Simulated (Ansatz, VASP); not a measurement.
**One calculation of Si3N, two programs**

INCAR

```
SYSTEM = Si3N
  PREC = Accurate
  ENCUT = 520
  EDIFF = 1E-6
  ISMEAR = 0
  SIGMA = 0.05
  LREAL = .False.
  LASPH = .True.
  NELM = 60
  ALGO = Normal
  ISIF = 2
  LWAVE = .False.
  LCHARG = .False.
  LDIPOL = .True.
  IDIPOL = 3
  DIPOL = 0.5 0.5 0.361
  GGA = PE
  IVDW = 12
  NBANDS = 27
```

File KPOINTS:

```
Automatic mesh
0
Gamma
  9 9 1
  0 0 0
```

Contents of POSCAR:

```
Si3N
1.0
    3.8155170197      0.0000000000      0.0000000000
   -1.9077585099      3.3043346676      0.0000000000
    0.0000000000      0.0000000000     25.7913833664
Si N
6 2
Direct
    0.6666666667      0.3333333333      0.1550905565
    0.3333333333      0.6666666667      0.1859793801
    0.3333333333      0.6666666667      0.2774751471
    0.6666666667      0.3333333333      0.3070263804
    0.6666666667      0.3333333333      0.3997350368
    0.3333333333      0.6666666667      0.4261649408
    1.0000000000      1.0000000000      0.5463601221
    1.0000000000      1.0000000000      0.5890100252
```

Input for Ansatz:

```yaml
crystal:
  lattice:
    - [3.8155170197, 0.0, 0.0]
    - [-1.9077585099, 3.3043346676, 0.0]
    - [0.0, 0.0, 25.7913833664]
  atoms:
    - { symbol: Si, position: [0.6666666667, 0.3333333333, 0.1550905565] }
    - { symbol: Si, position: [0.3333333333, 0.6666666667, 0.1859793801] }
    - { symbol: Si, position: [0.3333333333, 0.6666666667, 0.2774751471] }
    - { symbol: Si, position: [0.6666666667, 0.3333333333, 0.3070263804] }
    - { symbol: Si, position: [0.6666666667, 0.3333333333, 0.3997350368] }
    - { symbol: Si, position: [0.3333333333, 0.6666666667, 0.4261649408] }
    - { symbol: "N", position: [1.0, 1.0, 0.5463601221] }
    - { symbol: "N", position: [1.0, 1.0, 0.5890100252] }
basis:
  ecutwfc: 420
kpoints:
  mp_grid: { grid: [9, 9, 1] }
hamiltonian:
  xc: pbe
  pseudopotentials: { kind: paw, azcp: { folder: soft_1 } }
  dispersion: d3bj
scf:
  occupations: { method: gaussian, width: 0.05 }
output:
  forces: true
  eigenvalues: true
efield:
  axis: 3
  dipole_correction: true
  ramp_width: 0.04
```

Alike in both runs: task single point; functional PBE; dispersion D3(BJ); k mesh 9 × 9 × 1; occupations gaussian, width 0.05 eV; no spin polarisation.

|  | VASP | Ansatz |
| --- | --- | --- |
| version | VASP 6.6.1 | Ansatz 0.2.0 |
| potentials or method | VASP PAW PBE potentials, release 64 (Si, N), cutoff 520 eV | scalar-relativistic, plane waves, PAW |
| valence electrons in the cell | 34 | 34 |

|  | VASP | Ansatz | Ansatz less VASP |
| --- | --- | --- | --- |
| gap on the k mesh at the Fermi level (eV) | none | none | - |
| rms of the force components (eV/Å) | 0.665 | 0.200 | -0.4652 |

Atom by atom the forces differ by 0.520 eV/Å (rms over components). A gap of «none» marks a metal or a gap that the smearing closes. One of these differences is far larger than is usual between the two programs; its cause wasn't traced.

Noted on VASP's run: the standard files for N, O and F lose accuracy on very short bonds.
